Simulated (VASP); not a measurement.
A run of VASP 6.6.1 is set up as follows.

POSCAR

```
Ti
1.0
    0.0000000000      2.1077530554      2.1077530554
    2.1077530554      0.0000000000      2.1077530554
    2.1077530554      2.1077530554      0.0000000000
Ti
1
Direct
    0.0000000000      0.0000000000      0.0000000000
```

Contents of INCAR.step1:

```
ALGO = Normal
EDIFF = 1E-4
ENCUT = 520
GGA = PE
ISMEAR = -1
ISPIN = 2
LASPH = T
LCHARG = F
LMAXMIX = 4
LREAL = F
LWAVE = T
MAGMOM = 1
NBANDS = 16
NELM = 150
PREC = Accurate
SIGMA = 0.05
```

Contents of INCAR.step2:

```
ALGO = Normal
EDIFF = 1E-6
ENCUT = 520
ISIF = 2
ISMEAR = -1
ISPIN = 2
ISTART = 1
LASPH = T
LCHARG = F
LMAXMIX = 4
LMIXTAU = T
LORBIT = 11
LREAL = F
LWAVE = F
MAGMOM = 1
METAGGA = R2SCAN
NBANDS = 16
NELM = 150
PREC = Accurate
SIGMA = 0.05
```

File KPOINTS:

```
k-points
0
Gamma
  22 22 22
```

Potentials or basis: VASP PAW PBE potentials, release 64 (Ti_sv).

Command:

```console
$ cat potpaw_PBE.64/Ti_sv/POTCAR > POTCAR
$ cp INCAR.step1 INCAR
$ mpirun -np 1 vasp_std > vasp.out
$ cp INCAR.step2 INCAR
$ mpirun -np 1 vasp_std > vasp.out
```

**Question.** Predict the net moment.

**Answer.** 0.00 μB per cell.

**Question.** What does it give for the band gap on the k mesh?

**Answer.** Zero (filled and empty bands overlap).

Caveat: the cell stands under tension.
